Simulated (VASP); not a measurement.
# AlNi (NiAs type) (P6_3/mmc) in VASP: notebook

AlNi (NiAs type) is run at these levels: PBE; tasks: single point.

All numbers are computed with VASP 6.6.1; they aren't measurements. Logs are shortened: lines on timing, memory, paths and dates and some standing lists are left out, and cuts for length are marked.

## (1) The cell of the first run

The structure is hexagonal, space group P6_3/mmc (No. 194). Conventional cell: a = 2.312 Å, b = 2.312 Å, c = 6.758 Å, α = 90.00°, β = 90.00°, γ = 120.00°. Ni (site symmetry -3m) has 6 Al at 2.15 Å and 6 Ni at 2.31 Å within 2.8 Å. Within 2.8 Å of Al (site symmetry -6m2) lie 6 Ni at 2.15 Å and 6 Al at 2.31 Å.

## (2) Single point, PBE

INCAR

```
SYSTEM = AlNi
PREC = Accurate ; ENCUT = 520
EDIFF = 1E-7 ; ISMEAR = -1
SIGMA = 0.1 ; LREAL = .FALSE.
LASPH = .TRUE. ; NELM = 100
ALGO = Normal ; ISIF = 2
LWAVE = .FALSE. ; LCHARG = .FALSE.
GGA = PE ; NBANDS = 21
```

KPOINTS

```
Automatic mesh
0
G
  11 11 7
  0 0 0
```

POSCAR

```
AlNi
1.0
    2.3123166373      0.0000000000      0.0000000000
   -1.1561583187      2.0025249495      0.0000000000
    0.0000000000      0.0000000000      6.7583306960
Ni Al
2 2
Direct
    0.0000000000      0.0000000000      0.0000000000
    0.0000000000      0.0000000000      0.5000000000
    0.3333333333      0.6666666667      0.2500000000
    0.6666666667      0.3333333333      0.7500000000
```

Potentials or basis: VASP PAW PBE potentials, release 64 (Ni, Al).

Launch:

```sh
> cat potpaw_PBE.64/Ni/POTCAR potpaw_PBE.64/Al/POTCAR > POTCAR
> mpirun -np 1 vasp_std > vasp.out
```

OUTCAR:

```text
SYSTEM = AlNi
   PREC = Accurate
   ENCUT = 520
   EDIFF = 1E-7
   ISMEAR = -1
   LREAL = .FALSE.
   LASPH = .TRUE.
   NELM = 100
   ISIF = 2
   GGA = PE

 ion  position               nearest neighbor table
   1  0.000  0.000  0.000-   3 2.15   4 2.15   4 2.15   3 2.15   4 2.15   3 2.15   3 3.16   4 3.16
                             3 3.16   4 3.16   3 3.16   4 3.16
   2  0.000  0.000  0.500-   3 2.15   4 2.15   4 2.15   3 2.15   4 2.15   3 2.15   3 3.16   4 3.16
                             3 3.16   4 3.16   3 3.16   4 3.16
   3  0.333  0.667  0.250-   1 2.15   2 2.15   1 2.15   2 2.15   1 2.15   2 2.15   1 3.16   2 3.16
                             1 3.16   2 3.16   1 3.16   2 3.16
   4  0.667  0.333  0.750-   1 2.15   2 2.15   1 2.15   2 2.15   1 2.15   2 2.15   1 3.16   2 3.16
                             1 3.16   2 3.16   1 3.16   2 3.16

  LATTYP: Found a hexagonal cell.
 ALAT       =     2.3123166373
 C/A-ratio  =     2.9227531329

  Lattice vectors:

 A1 = (   2.3123166373,   0.0000000000,   0.0000000000)
 A2 = (  -1.1561583187,   2.0025249495,   0.0000000000)
 A3 = (   0.0000000000,   0.0000000000,   6.7583306960)

Analysis of symmetry for initial positions (statically):
=====================================================================
 Subroutine PRICEL returns:
 Original cell was already a primitive cell.

 Routine SETGRP: Setting up the symmetry group for a
 hexagonal supercell.

 Subroutine GETGRP returns: Found 24 space group operations
 (whereof 12 operations were pure point group operations)
 out of a pool of 24 trial point group operations.

The static configuration has the point symmetry D_3d.
 The point group associated with its full space group is D_6h.

Analysis of symmetry for dynamics (positions and initial velocities):
=====================================================================
 Subroutine PRICEL returns:
 Original cell was already a primitive cell.

 Routine SETGRP: Setting up the symmetry group for a
 hexagonal supercell.

 Subroutine GETGRP returns: Found 24 space group operations
 (whereof 12 operations were pure point group operations)
 out of a pool of 24 trial point group operations.

The dynamic configuration has the point symmetry D_3d.
 The point group associated with its full space group is D_6h.

 Subroutine INISYM returns: Found 24 space group operations
 (whereof 12 operations are pure point group operations),
 and found     1 'primitive' translations

----------------------------------------------------------------------------------------

                                     Primitive cell

  volume of cell :      31.2943

  direct lattice vectors                    reciprocal lattice vectors
     2.312316637  0.000000000  0.000000000     0.432466724  0.249684779  0.000000000
    -1.156158319  2.002524950  0.000000000     0.000000000  0.499369559  0.000000000
     0.000000000  0.000000000  6.758330696     0.000000000  0.000000000  0.147965532

  length of vectors
     2.312316637  2.312316637  6.758330696     0.499369559  0.499369559  0.147965532

  position of ions in fractional coordinates (direct lattice)
     0.000000000  0.000000000  0.000000000
     0.000000000  0.000000000  0.500000000
     0.333333333  0.666666667  0.250000000
     0.666666667  0.333333333  0.750000000

  ion indices of the primitive-cell ions
   primitive index   ion index
                 1           1
                 2           2
                 3           3
                 4           4

----------------------------------------------------------------------------------------

 KPOINTS: Automatic mesh

Automatic generation of k-mesh.
 Grid dimensions read from file:
 generate k-points for:   11   11    7

 Generating k-lattice:

  Cartesian coordinates                     Fractional coordinates (reciprocal lattice)
     0.039315157  0.022698616  0.000000000     0.090909091  0.000000000  0.000000000
     0.000000000  0.045397233  0.000000000     0.000000000  0.090909091  0.000000000
     0.000000000  0.000000000  0.021137933     0.000000000  0.000000000  0.142857143

  Length of vectors
     0.045397233  0.045397233  0.021137933

  Shift w.r.t. Gamma in fractional coordinates (k-lattice)
     0.000000000  0.000000000  0.000000000

 Subroutine IBZKPT returns following result:
 ===========================================

 Found     64 irreducible k-points:

 Following reciprocal coordinates:
            Coordinates               Weight
  0.000000  0.000000  0.000000      1.000000
  0.090909 -0.000000  0.000000      6.000000
  0.181818  0.000000  0.000000      6.000000
  0.272727  0.000000  0.000000      6.000000
  0.363636  0.000000  0.000000      6.000000
  0.454545 -0.000000  0.000000      6.000000
[... 16 lines left out ...]
  0.090909  0.090909  0.142857     12.000000
  0.181818  0.090909  0.142857     24.000000
 [... further k-points ...]
   k-points           NKPTS =     64   k-points in BZ     NKDIM =     64   number of bands    NBANDS=     21
   number of dos      NEDOS =    301   number of ions     NIONS =      4
   total plane-waves  NPLWV =  16200
   dimension x,y,z NGX =    18 NGY =   18 NGZ =   50
   dimension x,y,z NGXF=    36 NGYF=   36 NGZF=  100
   ions per type =               2   2
   NGX,Y,Z   is equivalent  to a cutoff of  12.94, 12.94, 12.30 a.u.
   NGXF,Y,Z  is equivalent  to a cutoff of  25.88, 25.88, 24.60 a.u.
 SYSTEM =  AlNi
   PREC   = accura    normal or accurate (medium, high low for compatibility)
   ISTART =      0    job   : 0-new  1-cont  2-samecut
   ICHARG =      2    charge: 1-file 2-atom 10-const
   ISPIN  =      1    spin polarized calculation?
   LNONCOLLINEAR =      F non collinear calculations
   LSORBIT =      F    spin-orbit coupling
   LASPH  =      T    aspherical Exc in radial PAW
   ENCUT  =  520.0 eV  38.22 Ry    6.18 a.u.   4.30  4.30 12.57*2*pi/ulx,y,z
   NELM   =    100;   NELMIN=  2; NELMDL= -5     # of ELM steps
   EDIFF  = 0.1E-06   stopping-criterion for ELM
   LREAL  =      F    real-space projection
   EDIFFG = 0.1E-05   stopping-criterion for IOM
   NSW    =      0    number of steps for IOM
   IBRION =     -1    ionic relax: 0-MD 1-quasi-New 2-CG
   NFREE  =      0    steps in history (QN), initial steepest desc. (CG)
   ISIF   =      2    stress and relaxation
   ISYM   =      2    0-nonsym 1-usesym 2-fastsym
   POTIM  = 0.5000    time-step for ionic-motion
   TEBEG  =    0.0;   TEEND  =   0.0 temperature during run
   PSTRESS=    0.0 pullay stress
   NELECT =      26.0000    total number of electrons
   NUPDOWN=      -1.0000    fix difference up-down
   EMIN   =  10.00;   EMAX   =-10.00  energy-range for DOS
   EFERMI =   0.00;   METHOD = LEGACY
   ISMEAR =    -1;   SIGMA  =   0.10  broadening in eV -4-tet -1-fermi 0-gaus
   EFERMI_NEDOS =   21; number of points for ismear=-14 and -15
   IALGO  =     38    algorithm
   IMIX   =      4    mixing-type and parameters
     AMIX     =   0.40;   BMIX     =  1.00
     AMIX_MAG =   1.60;   BMIX_MAG =  1.00
  volume/ion in A,a.u.               =       7.82        52.80
  Fermi-wavevector in a.u.,A,eV,Ry     =   1.539020  2.908327 32.226541  2.368584
  Thomas-Fermi vector in A             =   2.645307
   LORBIT       =      0    0 simple, 1 ext, 2 COOP (PROOUT), +10 PAW based schemes
   GGA     = PE    functional components
   LHFCALC =     F    Hartree Fock is set to
   AEXX    =    0.0000 exact exchange contribution
   IVDW    =     0    specifies the selected vdW correction
   LEPSILON=     F    determine dielectric tensor
   LRPA    =     F    only Hartree local field effects (RPA)
 non-spin polarized calculation
  energy-cutoff  :      520.00
  volume of cell :       31.29
 maximum number of plane-waves:       871
 NGX is ok and might be reduce to    18
   NGX =  9   NGY =  9   NGZ = 25

 number of electron      25.9999980 magnetization

 Free energy of the ion-electron system (eV)
  ---------------------------------------------------
  ext. energy  EPLUGINS =         0.00000000
  ---------------------------------------------------
  free energy    TOTEN  =       -12.80984311 eV

  energy without entropy =      -12.76921772  energy(sigma->0) =      -12.78953042

 E-fermi :  16.7907     XC(G=0): -14.2667

 val. band max:       16.7677788023   @ k =   0.3636   0.2727   0.0000
 cond. band min:      16.8036336710   @ k =   0.4545   0.0909   0.4286
 fundamental gap:      0.0358548687
 Fermi energy:        16.7907072930

 k-point     1 :       0.0000    0.0000    0.0000
  band No.  band energies     occupation
      1       2.1116      2.00000
      2       4.6577      2.00000
      3       6.3855      2.00000
      4      10.1823      2.00000
      5      12.3307      2.00000
      6      13.4908      2.00000
[... 13 lines left out ...]
     20      34.6113      0.00000
     21      35.4872      0.00000

 k-point     2 :       0.0909   -0.0000    0.0000
  band No.  band energies     occupation
      1       2.4233      2.00000
      2       4.8967      2.00000
      3       6.7171      2.00000
      4      10.3869      2.00000
      5      12.4100      2.00000
      6      13.0676      2.00000
[... 13 lines left out ...]
     20      34.1410      0.00000
     21      35.4093      0.00000

 k-point     3 :       0.1818    0.0000    0.0000
  band No.  band energies     occupation
      1       3.3367      2.00000
      2       5.5907      2.00000
      3       7.6654      2.00000
      4      10.9014      2.00000
      5      12.2310      2.00000
      6      12.6044      2.00000
[... 13 lines left out ...]
     20      32.5482      0.00000
     21      33.3531      0.00000
[... 457 lines left out ...]
 k-point    23 :       0.0909    0.0909    0.1429
  band No.  band energies     occupation
      1       3.1030      2.00000
      2       5.0970      2.00000
      3       7.6902      2.00000
      4      10.6629      2.00000
      5      12.4352      2.00000
      6      12.5341      2.00000
[... 13 lines left out ...]
     20      32.3059      0.00000
     21      34.6544      0.00000

 k-point    24 :       0.1818    0.0909    0.1429
  band No.  band energies     occupation
      1       4.2805      2.00000
      2       6.0474      2.00000
      3       8.7925      2.00000
      4      11.2001      2.00000
      5      11.8732      2.00000
      6      12.5449      2.00000
[... 13 lines left out ...]
     20      30.6995      0.00000
     21      31.5751      0.00000

 [... further k-points ...]

------------------------ aborting loop because EDIFF is reached ----------------------------------------

  FORCE on cell =-STRESS in cart. coord.  units (eV):
  Direction    XX          YY          ZZ          XY          YZ          ZX
  --------------------------------------------------------------------------------------
  -------------------------------------------------------------------------------------
  Total       37.5298799     37.5298799     37.5197837     -0.0000000      0.0000000      0.0000000
  in kB     1921.4234138   1921.4234138   1920.9065183     -0.0000000      0.0000000      0.0000000
  external PRESSURE =    1921.2511153 kB  Pullay stress =       0.0000000 kB

 VOLUME and BASIS-vectors are now :
 -----------------------------------------------------------------------------
  energy-cutoff  :      520.00
  volume of cell :       31.29
      direct lattice vectors                 reciprocal lattice vectors
     2.312316637  0.000000000  0.000000000     0.432466724  0.249684779  0.000000000
    -1.156158319  2.002524950  0.000000000     0.000000000  0.499369559  0.000000000
     0.000000000  0.000000000  6.758330696     0.000000000  0.000000000  0.147965532

 POSITION                                       TOTAL-FORCE (eV/Angst)
 -----------------------------------------------------------------------------------
      0.00000      0.00000      0.00000         0.000000      0.000000     -0.000000
      0.00000      0.00000      3.37917         0.000000      0.000000     -0.000000
     -0.00000      1.33502      1.68958         0.000000     -0.000000      0.000000
      1.15616      0.66751      5.06875        -0.000000      0.000000     -0.000000
 -----------------------------------------------------------------------------------
    total drift:                               -0.000000      0.000000      0.000000

  FREE ENERGIE OF THE ION-ELECTRON SYSTEM (eV)
  ---------------------------------------------------
  free  energy   TOTEN  =       -12.8098431064 eV

  energy  without entropy=      -12.7692177249  energy(sigma->0) =      -12.78953042
```

Wall time 22 s (1 thread of Intel Xeon 6975P-C (Granite Rapids), shared host); peak memory 0.16 GiB.

Results:

```yaml
Free_energy: -12.8098 eV
Pressure: 192.1 GPa
Band_gap_on_the_k_mesh: zero (band 13 reaches 18.30 eV, above the bottom of band 14 at 14.53 eV)
```

Levels at points of the mesh, in eV from the Fermi level:
| k point | band 11 | band 12 | band 13 | band 14 | band 15 | band 16 |
| --- | --- | --- | --- | --- | --- | --- |
| (0.00, 0.00, 0.00) | -2.34 | -2.34 | -2.22 | -2.22 | 3.84 | 10.57 |

Spin polarisation is off, so any magnetic state and its effect on volume and gap are missing.

(Part 1 of 2 ends here.)
